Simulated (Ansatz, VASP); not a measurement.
**One calculation of Te2Mo, two programs**

```xyz
6
Lattice="6.3616 0.0000 0.0000 0.0000 3.4804 0.0000 -0.0857 0.0000 36.1759" Properties=species:S:1:pos:R:3 pbc="T T T"
Te    0.4655    2.6103   16.0430
Te    5.8104    0.8701   20.1329
Te    3.5915    0.8701   16.6155
Te    2.6844    2.6103   19.5604
Mo    5.1649    2.6103   18.1796
Mo    1.1110    0.8701   17.9963
```

Alike in both runs: task single point; functional LDA; k mesh 6 × 10 × 1; occupations tetrahedron; no spin polarisation.

|  | VASP | Ansatz |
| --- | --- | --- |
| version | VASP 6.6.1 | Ansatz 0.2.0 |
| potentials or method | VASP PAW LDA potentials, release 64 (Te, Mo_sv), cutoff 520 eV | scalar-relativistic, plane waves, PAW |
| valence electrons in the cell | 52 | 92 |

```csv
,VASP,Ansatz,Ansatz less VASP
gap on the k mesh at the Fermi level (eV),none,none,-
rms of the force components (eV/Å),0.196,0.217,+0.0205
```

LDA's correlation is that of Perdew and Zunger in VASP and of Perdew and Wang (1992) in Ansatz. Atom by atom the forces differ by 0.021 eV/Å (rms over components). A gap of «none» marks a metal or a gap that the smearing closes. VASP's potentials hold 52 valence electrons a cell and Ansatz's 92, so a difference there can come from the potentials and not from the codes. Ansatz's warnings: band table not solved further, tetrahedron derivatives may miss energy slope.

Neither program's run includes spin-orbit coupling.
